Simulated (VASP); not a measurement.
# Ga (Im-3m) in VASP: a series of runs

Runs on Ga. Level: PBEsol. Tasks: single point.

All numbers are computed with VASP 6.6.1; they aren't measurements. Logs are shortened: lines on timing, memory, paths and dates and some standing lists are left out, and cuts for length are marked.

**1. The cell of the first run**

Symmetry: Im-3m, No. 229, cubic system. Conventional cell: a = 3.256 Å, b = 3.256 Å, c = 3.256 Å, α = 90.00°, β = 90.00°, γ = 90.00°. Ga (site symmetry m-3m) has 14 Ga at 2.82 to 3.26 Å within 3.7 Å.

**2. Single point, PBEsol (volume scaled by 0.96)**

The input, INCAR:

```
ALGO = Normal
EDIFF = 1E-6
ENCUT = 500
GGA = PS
GGA_COMPAT = False
ISIF = 2
ISMEAR = -1
LASPH = True
LCHARG = True
LELF = True
LREAL = False
LVHAR = True
LWAVE = False
NBANDS = 12
NELM = 120
PREC = Accurate
SIGMA = 0.1
```

The input, KPOINTS:

```
k-points
0
Gamma
  15 15 15
```

The input, POSCAR:

```
Ga
1.0
   -1.6280998633      1.6280998633      1.6280998633
    1.6280998633     -1.6280998633      1.6280998633
    1.6280998633      1.6280998633     -1.6280998633
Ga
1
Direct
    0.0000000000      0.0000000000      0.0000000000
```

Potentials or basis: VASP PAW PBE potentials, release 64 (Ga_d).

Command:

```
cat potpaw_PBE.64/Ga_d/POTCAR > POTCAR
mpirun -np 1 vasp_std > vasp.out
```

OUTCAR:

```text
EDIFF = 1E-6
   ENCUT = 500
   GGA = PS
   ISIF = 2
   ISMEAR = -1
   LASPH = True
   LREAL = False
   NELM = 120
   PREC = Accurate

 ion  position               nearest neighbor table
   1  0.000  0.000  0.000-

  LATTYP: Found a body centered cubic cell.
 ALAT       =     3.2561997266

  Lattice vectors:

 A1 = (  -1.6280998633,   1.6280998633,   1.6280998633)
 A2 = (   1.6280998633,  -1.6280998633,   1.6280998633)
 A3 = (   1.6280998633,   1.6280998633,  -1.6280998633)

Analysis of symmetry for initial positions (statically):
=====================================================================
 Subroutine PRICEL returns:
 Original cell was already a primitive cell.

 Routine SETGRP: Setting up the symmetry group for a
 body centered cubic supercell.

 Subroutine GETGRP returns: Found 48 space group operations
[... 9 lines left out ...]

 Routine SETGRP: Setting up the symmetry group for a
 body centered cubic supercell.

 Subroutine GETGRP returns: Found 48 space group operations
[... 11 lines left out ...]
                                     Primitive cell

  volume of cell :      17.2625

  direct lattice vectors                    reciprocal lattice vectors
    -1.628099863  1.628099863  1.628099863     0.000000000  0.307106469  0.307106469
     1.628099863 -1.628099863  1.628099863     0.307106469  0.000000000  0.307106469
     1.628099863  1.628099863 -1.628099863     0.307106469  0.307106469  0.000000000

  length of vectors
     2.819951683  2.819951683  2.819951683     0.434314133  0.434314133  0.434314133

  position of ions in fractional coordinates (direct lattice)
     0.000000000  0.000000000  0.000000000

  ion indices of the primitive-cell ions
   primitive index   ion index
                 1           1

----------------------------------------------------------------------------------------

 KPOINTS: k-points

Automatic generation of k-mesh.
 Grid dimensions read from file:
 generate k-points for:   15   15   15

 Generating k-lattice:

  Cartesian coordinates                     Fractional coordinates (reciprocal lattice)
     0.000000000  0.020473765  0.020473765     0.066666667  0.000000000  0.000000000
     0.020473765  0.000000000  0.020473765     0.000000000  0.066666667  0.000000000
     0.020473765  0.020473765  0.000000000     0.000000000  0.000000000  0.066666667

[... 52 lines left out ...]
   LSORBIT =      F    spin-orbit coupling
   LASPH  =      T    aspherical Exc in radial PAW
   ENCUT  =  500.0 eV  36.75 Ry    6.06 a.u.   5.14  5.14  5.14*2*pi/ulx,y,z
   NELM   =    120;   NELMIN=  2; NELMDL= -5     # of ELM steps
   EDIFF  = 0.1E-05   stopping-criterion for ELM
   LREAL  =      F    real-space projection
   EDIFFG = 0.1E-04   stopping-criterion for IOM
   NSW    =      0    number of steps for IOM
   IBRION =     -1    ionic relax: 0-MD 1-quasi-New 2-CG
   NFREE  =      0    steps in history (QN), initial steepest desc. (CG)
   ISIF   =      2    stress and relaxation
   ISYM   =      2    0-nonsym 1-usesym 2-fastsym
   POTIM  = 0.5000    time-step for ionic-motion
   TEBEG  =    0.0;   TEEND  =   0.0 temperature during run
   PSTRESS=    0.0 pullay stress
   NELECT =      13.0000    total number of electrons
   NUPDOWN=      -1.0000    fix difference up-down
   EMIN   =  10.00;   EMAX   =-10.00  energy-range for DOS
   EFERMI =   0.00;   METHOD = LEGACY
   ISMEAR =    -1;   SIGMA  =   0.10  broadening in eV -4-tet -1-fermi 0-gaus
   EFERMI_NEDOS =   21; number of points for ismear=-14 and -15
   IALGO  =     38    algorithm
   IMIX   =      4    mixing-type and parameters
     AMIX     =   0.40;   BMIX     =  1.00
     AMIX_MAG =   1.60;   BMIX_MAG =  1.00
  volume/ion in A,a.u.               =      17.26       116.49
  Fermi-wavevector in a.u.,A,eV,Ry     =   1.489435  2.814624 30.183394  2.218417
  Thomas-Fermi vector in A             =   2.602344
   LORBIT       =      0    0 simple, 1 ext, 2 COOP (PROOUT), +10 PAW based schemes
   GGA     = PS    functional components
   LHFCALC =     F    Hartree Fock is set to
   AEXX    =    0.0000 exact exchange contribution
   IVDW    =     0    specifies the selected vdW correction
   LEPSILON=     F    determine dielectric tensor
   LRPA    =     F    only Hartree local field effects (RPA)
 non-spin polarized calculation
  energy-cutoff  :      500.00
  volume of cell :       17.26
 maximum number of plane-waves:       450
 NGX is ok and might be reduce to    24
   NGX = 11   NGY = 11   NGZ = 11

 number of electron      13.0000002 magnetization

 Free energy of the ion-electron system (eV)
  ---------------------------------------------------
  ext. energy  EPLUGINS =         0.00000000
  ---------------------------------------------------
  free energy    TOTEN  =        -3.31340164 eV

  energy without entropy =       -3.30040307  energy(sigma->0) =       -3.30690236

 E-fermi :   6.2685     XC(G=0): -11.6061

 val. band max:        6.2463544492   @ k =  -0.4000   0.4000   0.2000
 cond. band min:       6.4199903814   @ k =   0.3333   0.0667   0.0000
 fundamental gap:      0.1736359322
 Fermi energy:         6.2685392881

 k-point     1 :       0.0000    0.0000    0.0000
  band No.  band energies     occupation
      1      -8.6983      2.00000
      2      -8.6983      2.00000
      3      -8.6983      2.00000
      4      -8.4652      2.00000
      5      -8.4652      2.00000
      6      -5.4922      2.00000
      7      19.9400      0.00000
      8      19.9400      0.00000
      9      19.9400      0.00000
     10      24.3694      0.00000
     11      24.3694      0.00000
     12      24.3702      0.00000
[... 331 lines left out ...]
 k-point    24 :       0.4000    0.2000    0.0000
  band No.  band energies     occupation
      1      -8.7841      2.00000
      2      -8.6952      2.00000
      3      -8.5087      2.00000
      4      -8.4766      2.00000
      5      -8.3882      2.00000
      6       2.4839      2.00000
      7       3.0895      2.00000
      8       8.6211      0.00000
      9      14.1361      0.00000
     10      20.8985      0.00000
     11      25.0937      0.00000
     12      26.4498      0.00000

 [... further k-points ...]
[... 5 lines left out ...]
  --------------------------------------------------------------------------------------
  -------------------------------------------------------------------------------------
  Total        0.2762716      0.2762716      0.2762716      0.0000000      0.0000000      0.0000000
  in kB       25.6415206     25.6415206     25.6415206      0.0000000      0.0000000      0.0000000
  external PRESSURE =      25.6415206 kB  Pullay stress =       0.0000000 kB

 VOLUME and BASIS-vectors are now :
 -----------------------------------------------------------------------------
  energy-cutoff  :      500.00
  volume of cell :       17.26
      direct lattice vectors                 reciprocal lattice vectors
    -1.628099863  1.628099863  1.628099863     0.000000000  0.307106469  0.307106469
     1.628099863 -1.628099863  1.628099863     0.307106469  0.000000000  0.307106469
     1.628099863  1.628099863 -1.628099863     0.307106469  0.307106469  0.000000000

 POSITION                                       TOTAL-FORCE (eV/Angst)
 -----------------------------------------------------------------------------------
      0.00000      0.00000      0.00000         0.000000     -0.000000     -0.000000
 -----------------------------------------------------------------------------------
    total drift:                                0.000000      0.000000     -0.000000

  FREE ENERGIE OF THE ION-ELECTRON SYSTEM (eV)
  ---------------------------------------------------
  free  energy   TOTEN  =        -3.3134016448 eV

  energy  without entropy=       -3.3004030655  energy(sigma->0) =       -3.30690236
```

OSZICAR:

```text
N       E                     dE             d eps       ncg     rms          rms(c)
DAV:   1     0.433390377324E+02    0.43339E+02   -0.65575E+03  3088   0.188E+03
DAV:   2    -0.129403489397E+01   -0.44633E+02   -0.42924E+02  3040   0.264E+02
DAV:   3    -0.334587453485E+01   -0.20518E+01   -0.20474E+01  3356   0.459E+01
DAV:   4    -0.336133924043E+01   -0.15465E-01   -0.15463E-01  3400   0.420E+00
DAV:   5    -0.336149414714E+01   -0.15491E-03   -0.15490E-03  3320   0.401E-01    0.996E-01
DAV:   6    -0.332244505577E+01    0.39049E-01   -0.63986E-02  3456   0.539E+00    0.450E-01
DAV:   7    -0.331448764497E+01    0.79574E-02   -0.91268E-03  3832   0.170E+00    0.131E-01
DAV:   8    -0.331340139800E+01    0.10862E-02   -0.80991E-04  3760   0.496E-01    0.657E-03
DAV:   9    -0.331340164483E+01   -0.24683E-06   -0.64424E-06  3648   0.424E-02
   1 F= -.33134016E+01 E0= -.33069024E+01  d E =-.129986E-01
```

Wall time 12 s (1 thread of Intel Xeon 6975P-C, shared host); peak memory 0.15 GiB.

What came out:

```yaml
Free_energy: -3.3134 eV
Pressure: 2.6 GPa
```

Caveat: the cell differs from its parent crystal (volume scaled by 0.96); the PAW data sets were made with another functional, which shifts forces and pressure a little.

**3. Single point, PBEsol**

This run uses another cell than the first one, of 17.98 Å³/atom, 1.042 times its volume.

The input, INCAR:

```
SYSTEM = Ga
PREC = Accurate
ENCUT = 500
EDIFF = 1E-6
ISMEAR = -1
SIGMA = 0.1
LREAL = .False.
LASPH = .True.
NELM = 120
ALGO = Normal
ISIF = 2
LWAVE = .False.
LCHARG = .False.
GGA = PS
NBANDS = 12
GGA_COMPAT = .False.
```

The input, KPOINTS:

```
regular mesh
0
Gamma
  15 15 15
  0 0 0
```

The input, POSCAR:

```
Ga
1.0
   -1.6504053729      1.6504053729      1.6504053729
    1.6504053729     -1.6504053729      1.6504053729
    1.6504053729      1.6504053729     -1.6504053729
Ga
1
Direct
    0.0000000000      0.0000000000      0.0000000000
```

Potentials or basis: VASP PAW PBE potentials, release 64 (Ga_d).

Command:

```
cat potpaw_PBE.64/Ga_d/POTCAR > POTCAR
mpirun -np 1 vasp_std > vasp.out
```

It took 7.5 s on 1 thread of Intel Xeon 6975P-C, shared host; peak memory 0.15 GiB.

The run converged. Its results:

```yaml
Free_energy: -3.3190 eV
Pressure: -0.1 GPa
```

Levels at points of the mesh, in eV from the Fermi level:
| k point | band 4 | band 5 | band 6 | band 7 | band 8 | band 9 |
| --- | --- | --- | --- | --- | --- | --- |
| (0.00, 0.00, 0.00) | -14.70 | -14.70 | -11.42 | 13.15 | 13.15 | 13.15 |

Caveat: the PAW data sets were made with another functional, which shifts forces and pressure a little.

**4. Single point, PBEsol (volume scaled by 1.04)**

The input, INCAR:

```
SYSTEM = Ga
  PREC = Accurate
  ENCUT = 500
  EDIFF = 1E-6
  ISMEAR = -1
  SIGMA = 0.1
  LREAL = .FALSE.
  LASPH = .TRUE.
  NELM = 120
  ALGO = Normal
  ISIF = 2
  LWAVE = .FALSE.
  LCHARG = .FALSE.
  GGA = PS
  NBANDS = 12
  GGA_COMPAT = .FALSE.
```

The input, KPOINTS:

```
Automatic mesh
0
G
  15 15 15
  0 0 0
```

The input, POSCAR:

```
Ga
1.0
   -1.6721237237      1.6721237237      1.6721237237
    1.6721237237     -1.6721237237      1.6721237237
    1.6721237237      1.6721237237     -1.6721237237
Ga
1
Direct
    0.0000000000      0.0000000000      0.0000000000
```

Command:

```
cat potpaw_PBE.64/Ga_d/POTCAR > POTCAR
mpirun -np 1 vasp_std > vasp.out
```

It took 7.4 s on 1 thread of Intel Xeon 6975P-C, shared host; peak memory 0.15 GiB.

The run converged. Its results:

```
Free energy : -3.3139 eV
Pressure    : -2.2 GPa
```

Levels at points of the mesh, in eV from the Fermi level:
```csv
k point,band 2,band 3,band 4,band 5,band 6,band 7,band 8,band 9,band 10,band 11
"(0.00, 0.00, 0.00)",-14.87,-14.87,-14.67,-14.67,-11.11,12.67,12.67,12.67,17.27,17.27
```

Caveat: the cell differs from its parent crystal (volume scaled by 1.04); the PAW data sets were made with another functional, which shifts forces and pressure a little.

**5. Overview**

```csv
cell,gap on the mesh (eV),pressure (GPa)
"a = 2.820 Å, angles 109.5°, 1 atom",none,2.6
"a = 2.859 Å, angles 109.5°, 1 atom",none,-0.1
"a = 2.896 Å, angles 109.5°, 1 atom",none,-2.2
```

Alike in all rows: task single point; level PBEsol; potentials or basis VASP PAW PBE potentials, release 64 (Ga_d); no spin polarisation; k mesh 15 × 15 × 15; cutoff (eV) 500; smearing fermi-dirac 0.1 eV.

Caveats: the PAW data sets were made with another functional, which shifts forces and pressure a little.

Absolute energies hang on the potentials; compare differences alone.
